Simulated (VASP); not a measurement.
Wanted: the native input for a VASP 6.6.1 run.

| Item | Value |
| --- | --- |
| Task | single point |
| Functional | PBE |
| Potentials or basis | VASP PAW PBE potentials, release 64 (Ba_sv, Ti_sv, O) |
| Cutoff | 520 eV |
| k mesh | 6 × 6 × 6 |
| Occupations | gaussian, width 0.02 eV |
| Spin | no spin polarisation |
| Dipole correction | no |
| Further INCAR settings | ALGO = Normal; EDIFF = 1e-07; NBANDS = 28 |

The structure of BaTiO3 lies in POSCAR:

```
BaTiO3
1.0
    2.7698706337      1.5991855560      2.2620695777
   -2.7698706337      1.5991855560      2.2620695777
    0.0000000000     -3.1983711119      2.2620695777
Ba Ti O
1 1 3
Direct
   -0.0045168154     -0.0045168154     -0.0045168154
    0.4986226910      0.4986226910      0.4986226910
    0.4925824458      0.9918302329      0.4925824458
    0.4925824458      0.4925824458      0.9918302329
    0.9918302329      0.4925824458      0.4925824458
```

The input as run:

INCAR

```
PREC     = Accurate       # precision mode
ENCUT    = 520            # plane-wave cutoff, eV
EDIFF    = 1E-7           # SCF threshold, eV
ISMEAR   = 0              # smearing method
SIGMA    = 0.02           # smearing width, eV
LREAL    = F              # projectors in reciprocal space
LASPH    = T              # aspherical terms in the spheres
NELM     = 60             # most SCF steps
ALGO     = Normal         # electronic algorithm
ISIF     = 2              # what is computed and relaxed
LWAVE    = F              # write WAVECAR
LCHARG   = F              # write CHGCAR
GGA      = PE             # functional
NBANDS   = 28             # bands
```

KPOINTS

```
Automatic mesh
0
Gamma
  6 6 6
```

Potentials or basis: VASP PAW PBE potentials, release 64 (Ba_sv, Ti_sv, O).

The run is started by

```console
$ cat potpaw_PBE.64/Ba_sv/POTCAR potpaw_PBE.64/Ti_sv/POTCAR potpaw_PBE.64/O/POTCAR > POTCAR
$ mpirun -np 1 vasp_std > vasp.out
```

It gave:

```json
{"Pressure": "17.3 GPa", "Largest force": "0.014 eV/Å", "Band gap on the k mesh": "1.91 eV, indirect (least direct gap 2.00 eV)"}
```

Caveat: spin-orbit coupling is left out, which moves the levels of the heavy elements.

Wall time 85 s on 1 thread of AMD EPYC 7R13, with other jobs on the host, peak memory 0.18 GiB.
